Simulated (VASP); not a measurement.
Set up this calculation in VASP 6.6.1, as the native input.

* Task: single point
* Functional: PBE
* Potentials or basis: VASP PAW PBE potentials, release 64 (Ag, S)
* Cutoff: 500 eV
* k mesh: 11 × 11 × 11
* Occupations: fermi-dirac, width 0.1 eV
* Spin: no spin polarisation
* Dipole correction: no
* Further INCAR settings: ALGO = Normal; EDIFF = 1e-06; NBANDS = 16

The structure of AgS lies in POSCAR:

```
AgS
1.0
    0.0000000000      2.7174050000      2.7174050000
    2.7174050000      0.0000000000      2.7174050000
    2.7174050000      2.7174050000      0.0000000000
Ag S
1 1
Direct
    0.0000000000      0.0000000000      0.0000000000
    0.2500000000      0.2500000000      0.2500000000
```

One way to write it, as run:

INCAR

```
PREC = Accurate
ENCUT = 500
EDIFF = 1E-6
ISMEAR = -1
SIGMA = 0.1
LREAL = False
LASPH = True
NELM = 120
ALGO = Normal
ISIF = 2
LWAVE = False
LCHARG = False
GGA = PE
NBANDS = 16
GGA_COMPAT = False
```

KPOINTS

```
Automatic mesh
0
Gamma
  11 11 11
```

Potentials or basis: VASP PAW PBE potentials, release 64 (Ag, S).

Launch:

```console
$ cat potpaw_PBE.64/Ag/POTCAR potpaw_PBE.64/S/POTCAR > POTCAR
$ mpirun -np 1 vasp_std > vasp.out
```

It gave:

```yaml
Pressure: 11.9 GPa
Band_gap_on_the_k_mesh: zero (an odd number of electrons rules out a gap without spin polarisation)
```

Caveat: the cell stands under pressure; an odd number of electrons without spin polarisation forces a metal; a magnetic or distorted state may lie lower.

It took 64 s on 1 thread of Intel Xeon 8259CL, with other jobs on the host, peak memory 0.18 GiB.
